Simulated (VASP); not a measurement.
# Si (Fm-3m) in VASP: settings compared

Aim: see how the results for Si move with the level of theory and the settings. Levels: LDA, RPBE. Tasks: single point.

Everything below comes from runs of VASP 6.6.1. Logs are shortened: lines on timing, memory, paths and dates and some standing lists are left out, and cuts for length are marked.

## (1) The cell of the first run

The structure is cubic, space group Fm-3m (No. 225). Conventional cell: a = 3.550 Å, b = 3.550 Å, c = 3.550 Å, α = 90.00°, β = 90.00°, γ = 90.00°. Within 3.3 Å of Si (site symmetry m-3m) lie 12 Si at 2.51 Å.

## (2) Single point, LDA

INCAR

```
SYSTEM = Si
ALGO = Normal
EDIFF = 1E-6
ENCUT = 520
ISIF = 2
ISMEAR = -1
LASPH = .TRUE.
LCHARG = .TRUE.
LELF = .TRUE.
LREAL = .FALSE.
LVHAR = .TRUE.
LWAVE = .FALSE.
NBANDS = 8
NELM = 100
PREC = Accurate
SIGMA = 0.08
```

KPOINTS

```
k-points
0
G
  18 18 18
  0 0 0
```

POSCAR

```
Si
1.0
    0.0000000000      1.7748320761      1.7748320761
    1.7748320761      0.0000000000      1.7748320761
    1.7748320761      1.7748320761      0.0000000000
Si
1
Direct
    0.0000000000      0.0000000000      0.0000000000
```

Potentials or basis: VASP PAW LDA potentials, release 64 (Si).

The run is started by

```console
> cat potpaw_LDA.64/Si/POTCAR > POTCAR
> mpirun -np 1 vasp_std > vasp.out
```

OUTCAR:

```text
SYSTEM = Si
   EDIFF = 1E-6
   ENCUT = 520
   ISIF = 2
   ISMEAR = -1
   LASPH = .TRUE.
   LREAL = .FALSE.
   NELM = 100
   PREC = Accurate

 ion  position               nearest neighbor table
   1  0.000  0.000  0.000-

  LATTYP: Found a face centered cubic cell.
 ALAT       =     3.5496641522

  Lattice vectors:

 A1 = (   0.0000000000,   1.7748320761,   1.7748320761)
 A2 = (   1.7748320761,   0.0000000000,   1.7748320761)
 A3 = (   1.7748320761,   1.7748320761,   0.0000000000)

Analysis of symmetry for initial positions (statically):
=====================================================================
 Subroutine PRICEL returns:
 Original cell was already a primitive cell.

 Routine SETGRP: Setting up the symmetry group for a
 face centered cubic supercell.

 Subroutine GETGRP returns: Found 48 space group operations
 (whereof 48 operations were pure point group operations)
 out of a pool of 48 trial point group operations.

The static configuration has the point symmetry O_h .

Analysis of symmetry for dynamics (positions and initial velocities):
=====================================================================
 Subroutine PRICEL returns:
 Original cell was already a primitive cell.

 Routine SETGRP: Setting up the symmetry group for a
 face centered cubic supercell.

 Subroutine GETGRP returns: Found 48 space group operations
 (whereof 48 operations were pure point group operations)
 out of a pool of 48 trial point group operations.

The dynamic configuration has the point symmetry O_h .

 Subroutine INISYM returns: Found 48 space group operations
 (whereof 48 operations are pure point group operations),
 and found     1 'primitive' translations

----------------------------------------------------------------------------------------

                                     Primitive cell

  volume of cell :      11.1815

  direct lattice vectors                    reciprocal lattice vectors
     0.000000000  1.774832076  1.774832076    -0.281716793  0.281716793  0.281716793
     1.774832076  0.000000000  1.774832076     0.281716793 -0.281716793  0.281716793
     1.774832076  1.774832076  0.000000000     0.281716793  0.281716793 -0.281716793

  length of vectors
     2.509991593  2.509991593  2.509991593     0.487947798  0.487947798  0.487947798

  position of ions in fractional coordinates (direct lattice)
     0.000000000  0.000000000  0.000000000

  ion indices of the primitive-cell ions
   primitive index   ion index
                 1           1

----------------------------------------------------------------------------------------

 KPOINTS: k-points

Automatic generation of k-mesh.
 Grid dimensions read from file:
 generate k-points for:   18   18   18

 Generating k-lattice:

  Cartesian coordinates                     Fractional coordinates (reciprocal lattice)
    -0.015650933  0.015650933  0.015650933     0.055555556  0.000000000  0.000000000
     0.015650933 -0.015650933  0.015650933     0.000000000  0.055555556  0.000000000
     0.015650933  0.015650933 -0.015650933     0.000000000  0.000000000  0.055555556

  Length of vectors
     0.027108211  0.027108211  0.027108211

  Shift w.r.t. Gamma in fractional coordinates (k-lattice)
     0.000000000  0.000000000  0.000000000

 Subroutine IBZKPT returns following result:
 ===========================================

 Found    195 irreducible k-points:

 Following reciprocal coordinates:
            Coordinates               Weight
  0.000000  0.000000  0.000000      1.000000
  0.055556  0.000000  0.000000      8.000000
  0.111111  0.000000  0.000000      8.000000
  0.166667  0.000000  0.000000      8.000000
  0.222222  0.000000  0.000000      8.000000
  0.277778  0.000000  0.000000      8.000000
[... 16 lines left out ...]
 -0.277778  0.055556  0.000000     24.000000
 -0.222222  0.055556  0.000000     24.000000
 [... further k-points ...]
   k-points           NKPTS =    195   k-points in BZ     NKDIM =    195   number of bands    NBANDS=      8
   number of dos      NEDOS =    301   number of ions     NIONS =      1
   total plane-waves  NPLWV =   8000
   dimension x,y,z NGX =    20 NGY =   20 NGZ =   20
   dimension x,y,z NGXF=    40 NGYF=   40 NGZF=   40
   ions per type =               1
   NGX,Y,Z   is equivalent  to a cutoff of  13.25, 13.25, 13.25 a.u.
   NGXF,Y,Z  is equivalent  to a cutoff of  26.49, 26.49, 26.49 a.u.
 SYSTEM =  Si
   PREC   = accura    normal or accurate (medium, high low for compatibility)
   ISTART =      0    job   : 0-new  1-cont  2-samecut
   ICHARG =      2    charge: 1-file 2-atom 10-const
   ISPIN  =      1    spin polarized calculation?
   LNONCOLLINEAR =      F non collinear calculations
   LSORBIT =      F    spin-orbit coupling
   LASPH  =      T    aspherical Exc in radial PAW
   ENCUT  =  520.0 eV  38.22 Ry    6.18 a.u.   4.67  4.67  4.67*2*pi/ulx,y,z
   NELM   =    100;   NELMIN=  2; NELMDL= -5     # of ELM steps
   EDIFF  = 0.1E-05   stopping-criterion for ELM
   LREAL  =      F    real-space projection
   EDIFFG = 0.1E-04   stopping-criterion for IOM
   NSW    =      0    number of steps for IOM
   IBRION =     -1    ionic relax: 0-MD 1-quasi-New 2-CG
   NFREE  =      0    steps in history (QN), initial steepest desc. (CG)
   ISIF   =      2    stress and relaxation
   ISYM   =      2    0-nonsym 1-usesym 2-fastsym
   POTIM  = 0.5000    time-step for ionic-motion
   TEBEG  =    0.0;   TEEND  =   0.0 temperature during run
   PSTRESS=    0.0 pullay stress
   NELECT =       4.0000    total number of electrons
   NUPDOWN=      -1.0000    fix difference up-down
   EMIN   =  10.00;   EMAX   =-10.00  energy-range for DOS
   EFERMI =   0.00;   METHOD = LEGACY
   ISMEAR =    -1;   SIGMA  =   0.08  broadening in eV -4-tet -1-fermi 0-gaus
   EFERMI_NEDOS =   21; number of points for ismear=-14 and -15
   IALGO  =     38    algorithm
   IMIX   =      4    mixing-type and parameters
     AMIX     =   0.40;   BMIX     =  1.00
     AMIX_MAG =   1.60;   BMIX_MAG =  1.00
  volume/ion in A,a.u.               =      11.18        75.46
  Fermi-wavevector in a.u.,A,eV,Ry     =   1.162147  2.196139 18.375819  1.350585
  Thomas-Fermi vector in A             =   2.298711
   LORBIT       =      0    0 simple, 1 ext, 2 COOP (PROOUT), +10 PAW based schemes
   GGA     = CA    functional components
   LHFCALC =     F    Hartree Fock is set to
   AEXX    =    0.0000 exact exchange contribution
   IVDW    =     0    specifies the selected vdW correction
   LEPSILON=     F    determine dielectric tensor
   LRPA    =     F    only Hartree local field effects (RPA)
 non-spin polarized calculation
  energy-cutoff  :      520.00
  volume of cell :       11.18
 maximum number of plane-waves:       311
   NGX =  9   NGY =  9   NGZ =  9

 number of electron       4.0000000 magnetization

 Free energy of the ion-electron system (eV)
  ---------------------------------------------------
  ext. energy  EPLUGINS =         0.00000000
  ---------------------------------------------------
  free energy    TOTEN  =        -5.28839335 eV

  energy without entropy =       -5.28009712  energy(sigma->0) =       -5.28424524

 E-fermi :  14.0615     XC(G=0): -12.3354

 val. band max:       14.0145954171   @ k =  -0.3333   0.5000   0.1667
 cond. band min:      14.0858140583   @ k =  -0.1667   0.2778   0.1111
 fundamental gap:      0.0712186411
 Fermi energy:        14.0614896571

 k-point     1 :       0.0000    0.0000    0.0000
  band No.  band energies     occupation
      1      -3.0547      2.00000
      2      26.8696      0.00000
      3      26.8696      0.00000
      4      26.8696      0.00000
      5      28.3516      0.00000
      6      28.3516      0.00000
      7      28.3516      0.00000
      8      33.0368      0.00000

 k-point     2 :       0.0556    0.0000    0.0000
  band No.  band energies     occupation
      1      -2.9483      2.00000
      2      24.9517      0.00000
      3      26.4159      0.00000
      4      26.4159      0.00000
      5      28.9561      0.00000
      6      28.9561      0.00000
      7      29.3174      0.00000
      8      33.9609      0.00000

 k-point     3 :       0.1111    0.0000    0.0000
  band No.  band energies     occupation
      1      -2.6293      2.00000
      2      22.2007      0.00000
      3      25.7358      0.00000
      4      25.7358      0.00000
      5      29.7056      0.00000
      6      30.0309      0.00000
      7      30.0309      0.00000
      8      33.4701      0.00000

 k-point     4 :       0.1667    0.0000    0.0000
  band No.  band energies     occupation
      1      -2.0989      2.00000
      2      19.4088      0.00000
      3      25.1620      0.00000
      4      25.1620      0.00000
      5      29.6799      0.00000
      6      30.7156      0.00000
      7      30.7156      0.00000
      8      32.8225      0.00000

 k-point     5 :       0.2222    0.0000    0.0000
  band No.  band energies     occupation
      1      -1.3591      2.00000
      2      16.6968      0.00000
      3      24.7442      0.00000
      4      24.7442      0.00000
      5      29.5762      0.00000
      6      29.9538      0.00000
      7      29.9538      0.00000
      8      33.8297      0.00000
[... 177 lines left out ...]
 k-point    22 :      -0.3333    0.0556    0.0000
  band No.  band energies     occupation
      1       1.2578      2.00000
      2      10.9809      2.00000
      3      22.4173      0.00000
      4      25.6191      0.00000
      5      26.3497      0.00000
      6      27.9475      0.00000
      7      30.2960      0.00000
      8      34.2255      0.00000

 k-point    23 :      -0.2778    0.0556    0.0000
  band No.  band energies     occupation
      1       0.0414      2.00000
      2      13.3606      1.99969
      3      22.4377      0.00000
      4      25.8703      0.00000
      5      27.1879      0.00000
      6      29.0232      0.00000
      7      30.1870      0.00000
      8      34.8131      0.00000

 k-point    24 :      -0.2222    0.0556    0.0000
  band No.  band energies     occupation
      1      -0.9729      2.00000
      2      15.8914      0.00000
      3      22.6381      0.00000
      4      26.1006      0.00000
      5      28.3299      0.00000
      6      30.1278      0.00000
      7      30.2654      0.00000
      8      33.0233      0.00000

 [... further k-points ...]
[... 5 lines left out ...]
  --------------------------------------------------------------------------------------
  -------------------------------------------------------------------------------------
  Total        2.1771144      2.1771144      2.1771144      0.0000000      0.0000000     -0.0000000
  in kB      311.9536145    311.9536145    311.9536145      0.0000000      0.0000000     -0.0000000
  external PRESSURE =     311.9536145 kB  Pullay stress =       0.0000000 kB

 VOLUME and BASIS-vectors are now :
 -----------------------------------------------------------------------------
  energy-cutoff  :      520.00
  volume of cell :       11.18
      direct lattice vectors                 reciprocal lattice vectors
     0.000000000  1.774832076  1.774832076    -0.281716793  0.281716793  0.281716793
     1.774832076  0.000000000  1.774832076     0.281716793 -0.281716793  0.281716793
     1.774832076  1.774832076  0.000000000     0.281716793  0.281716793 -0.281716793

 POSITION                                       TOTAL-FORCE (eV/Angst)
 -----------------------------------------------------------------------------------
      0.00000      0.00000      0.00000         0.000000      0.000000      0.000000
 -----------------------------------------------------------------------------------
    total drift:                                0.000000     -0.000000     -0.000000

  FREE ENERGIE OF THE ION-ELECTRON SYSTEM (eV)
  ---------------------------------------------------
  free  energy   TOTEN  =        -5.2883933505 eV

  energy  without entropy=       -5.2800971238  energy(sigma->0) =       -5.28424524
```

Run time: 29 s. Hardware: 1 thread of AMD EPYC 9R45, shared host; peak memory 0.09 GiB.

What came out:

- Free energy: -5.2884 eV
- Pressure: 31.2 GPa
- Band gap on the k mesh: zero (band 2 reaches 26.87 eV, above the bottom of band 3 at 10.56 eV)

## (3) Single point, LDA

INCAR

```
ALGO = Normal
EDIFF = 1E-6
ENCUT = 520
ISIF = 2
ISMEAR = -1
LASPH = True
LCHARG = True
LELF = True
LREAL = False
LVHAR = True
LWAVE = False
NBANDS = 8
NELM = 60
PREC = Accurate
SIGMA = 0.08
```

KPOINTS

```
k-points
0
Gamma
  18 18 18
```

POSCAR is that of step 2.

Potentials or basis: VASP PAW LDA potentials, release 64 (Si).

The run is started by

```console
> cat potpaw_LDA.64/Si/POTCAR > POTCAR
> mpirun -np 1 vasp_std > vasp.out
```

OUTCAR:

```text
EDIFF = 1E-6
   ENCUT = 520
   ISIF = 2
   ISMEAR = -1
   LASPH = True
   LREAL = False
   NELM = 60
   PREC = Accurate

 ion  position               nearest neighbor table
   1  0.000  0.000  0.000-

  LATTYP: Found a face centered cubic cell.
 ALAT       =     3.5496641522

  Lattice vectors:

 A1 = (   0.0000000000,   1.7748320761,   1.7748320761)
 A2 = (   1.7748320761,   0.0000000000,   1.7748320761)
 A3 = (   1.7748320761,   1.7748320761,   0.0000000000)

[... 432 lines left out ...]
  band No.  band energies     occupation
      1      -0.9729      2.00000
      2      15.8914      0.00000
      3      22.6381      0.00000
      4      26.1006      0.00000
      5      28.3299      0.00000
      6      30.1278      0.00000
      7      30.2654      0.00000
      8      33.0233      0.00000

 [... further k-points ...]
[... 5 lines left out ...]
  --------------------------------------------------------------------------------------
  -------------------------------------------------------------------------------------
  Total        2.1771144      2.1771144      2.1771144      0.0000000      0.0000000     -0.0000000
  in kB      311.9536145    311.9536145    311.9536145      0.0000000      0.0000000     -0.0000000
  external PRESSURE =     311.9536145 kB  Pullay stress =       0.0000000 kB

 VOLUME and BASIS-vectors are now :
 -----------------------------------------------------------------------------
  energy-cutoff  :      520.00
  volume of cell :       11.18
      direct lattice vectors                 reciprocal lattice vectors
     0.000000000  1.774832076  1.774832076    -0.281716793  0.281716793  0.281716793
     1.774832076  0.000000000  1.774832076     0.281716793 -0.281716793  0.281716793
     1.774832076  1.774832076  0.000000000     0.281716793  0.281716793 -0.281716793

 POSITION                                       TOTAL-FORCE (eV/Angst)
 -----------------------------------------------------------------------------------
      0.00000      0.00000      0.00000         0.000000      0.000000      0.000000
 -----------------------------------------------------------------------------------
    total drift:                                0.000000     -0.000000     -0.000000

  FREE ENERGIE OF THE ION-ELECTRON SYSTEM (eV)
  ---------------------------------------------------
  free  energy   TOTEN  =        -5.2883933505 eV

  energy  without entropy=       -5.2800971238  energy(sigma->0) =       -5.28424524
```

stdout:

```text
POSCAR found type information on POSCAR Si
 POSCAR found :  1 types and       1 ions
 scaLAPACK will be used
 LDA part: xc-table for (Slater(with rela. corr.)+CA(PZ))
 , standard interpolation
 POSCAR, INCAR and KPOINTS ok, starting setup
 FFT: planning ... GRIDC
 FFT: planning ... GRID_SOFT
 FFT: planning ... GRID
 WAVECAR not read
 entering main loop
```

Run time: 30 s. Hardware: 1 thread of AMD EPYC 9R45, shared host; peak memory 0.09 GiB.

What came out:

```
Free energy            : -5.2884 eV
Pressure               : 31.2 GPa
Band gap on the k mesh : zero (band 2 reaches 26.87 eV, above the bottom of band 3 at 10.56 eV)
```

## (4) Single point, RPBE

INCAR

```
PREC = Accurate
ENCUT = 520
EDIFF = 1E-7
ISMEAR = -1
SIGMA = 0.08
LREAL = F
LASPH = T
NELM = 60
ALGO = Normal
ISIF = 2
LWAVE = F
LCHARG = F
GGA = RP
NBANDS = 8
```

KPOINTS

```
Automatic mesh
0
Gamma
  18 18 18
```

POSCAR is that of step 3.

Potentials or basis: VASP PAW PBE potentials, release 64 (Si).

The run is started by

```console
> cat potpaw_PBE.64/Si/POTCAR > POTCAR
> mpirun -np 1 vasp_std > vasp.out
```

Wall time 19 s (1 thread of Intel Xeon 8259CL, shared host); peak memory 0.13 GiB.

It converged, with:

| Item | Value |
| --- | --- |
| Free energy | -4.2759 eV |
| Pressure | 38.0 GPa |
| Band gap on the k mesh | zero (band 2 reaches 26.94 eV, above the bottom of band 3 at 10.70 eV) |

Levels at points of the mesh, in eV from the Fermi level:
| k point | band 1 | band 2 | band 3 | band 4 | band 5 | band 6 | band 7 |
| --- | --- | --- | --- | --- | --- | --- | --- |
| (0.00, 0.00, 0.00) | -17.20 | 12.79 | 12.79 | 12.79 | 14.62 | 14.62 | 14.62 |
| (0.50, 0.00, 0.00) | -8.90 | -8.58 | 11.18 | 11.18 | 11.45 | 11.45 | 16.47 |
| (0.50, 0.50, 0.00) | -6.84 | -4.95 | 3.67 | 3.96 | 3.96 | 8.76 | 28.39 |

Caveat: the PAW data sets were made with another functional, which shifts forces and pressure a little.
